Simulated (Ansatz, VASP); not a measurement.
## Two plane-wave programs on AlGaN2

```
CELL_PARAMETERS angstrom
3.11529 0.00000 0.00000
0.00000 3.11529 0.00000
0.00000 0.00000 4.38433
ATOMIC_POSITIONS crystal
Al 0.50000 0.50000 0.50000
Ga 0.00000 0.00000 0.00000
N 0.50000 0.00000 0.74005
N 0.00000 0.50000 0.25995
```

Alike in both runs: task single point; functional LDA; k mesh 8 × 8 × 6; occupations gaussian, width 0.02 eV; no spin polarisation.

```csv
,VASP,Ansatz
version,VASP 6.6.1,Ansatz 0.2.0
potentials or method,"VASP PAW LDA potentials, release 64 (Al, Ga_d, N), cutoff 520 eV","scalar-relativistic, plane waves, PAW"
valence electrons in the cell,26,26
```

```tsv
	VASP	Ansatz	Ansatz less VASP
gap on the k mesh at the Fermi level (eV)	3.07	3.05	-0.011
least direct gap on the mesh (eV)	3.07	3.05	-0.011
```

LDA's correlation is that of Perdew and Zunger in VASP and of Perdew and Wang (1992) in Ansatz.
